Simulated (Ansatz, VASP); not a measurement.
## Ga in VASP and in Ansatz

INCAR

```
PREC = Accurate ; ENCUT = 520
EDIFF = 1E-6 ; ISMEAR = -1
SIGMA = 0.05 ; LREAL = False
LASPH = True ; NELM = 100
ALGO = Normal ; ISIF = 2
LWAVE = False ; LCHARG = True
GGA = PS ; LELF = True
LVHAR = True ; NBANDS = 34
```

Contents of KPOINTS:

```
regular mesh
0
Gamma
  9 9 8
```

Contents of POSCAR:

```
Ga
1.0
    2.2935740000     -3.8449535000      0.0156705000
    2.2171260000      3.7998465000     -0.0607775000
   -0.0451670000     -0.0451670000      4.5167000000
Ga
4
Direct
    0.1525000000      0.8475000000      0.0785000000
    0.6525000000      0.3475000000      0.4215000000
    0.8475000000      0.1525000000      0.9215000000
    0.3475000000      0.6525000000      0.5785000000
```

Input for Ansatz:

```yaml
crystal:
  lattice:
    - [2.293574, -3.8449535, 0.0156705]
    - [2.217126, 3.7998465, -0.0607775]
    - [-0.045167, -0.045167, 4.5167]
  atoms:
    - { symbol: Ga, position: [0.1525, 0.8475, 0.0785] }
    - { symbol: Ga, position: [0.6525, 0.3475, 0.4215] }
    - { symbol: Ga, position: [0.8475, 0.1525, 0.9215] }
    - { symbol: Ga, position: [0.3475, 0.6525, 0.5785] }
kpoints:
  mp_grid: { grid: [9, 9, 8] }
  band_path:
    path:
      - [0.0, 0.0, 0.0]
      - [0.0, 0.0, 0.5]
      - [0.5, 0.0, 0.0]
      - [0.0, 0.0, 0.0]
      - [0.0, 0.5, 0.0]
      - [-0.5, 0.5, -0.5]
      - [0.0, 0.0, 0.0]
      - [-0.5, 0.5, 0.0]
      - [0.0, 0.5, -0.5]
    npoints: 5
scf:
  occupations: { method: fermi_dirac, width: 0.05 }
hamiltonian:
  xc: pbesol
  pseudopotentials: { kind: all_electron, lapw: { basis_error: 0.001 } }
output:
  forces: true
  stress: true
  eigenvalues: true
```

Change from the starting cell: equal xy, yz and zx shear strains of -2 %.

Alike in both runs: task single point; functional PBEsol; k mesh 9 × 9 × 8; occupations fermi-dirac, width 0.05 eV; no spin polarisation.

|  | VASP | Ansatz |
| --- | --- | --- |
| version | VASP 6.6.1 | Ansatz 0.2.0 |
| potentials or method | VASP PAW PBE potentials, release 64 (Ga_d), cutoff 520 eV | all-electron LAPW, scalar-relativistic |

|  | VASP | Ansatz | Ansatz less VASP |
| --- | --- | --- | --- |
| pressure (GPa) | -1.2 | -1.1 | +0.10 |
| traceless stress, the component that is largest in VASP (GPa) | 1.49 | 1.49 | -0.002 |
| rms of the force components (eV/Å) | 0.251 | 0.253 | +0.0025 |

VASP's potentials were made for PBE, not for PBEsol. Atom by atom the forces differ by 0.003 eV/Å (rms over components). Ansatz ran all-electron here, and VASP with PAW potentials.
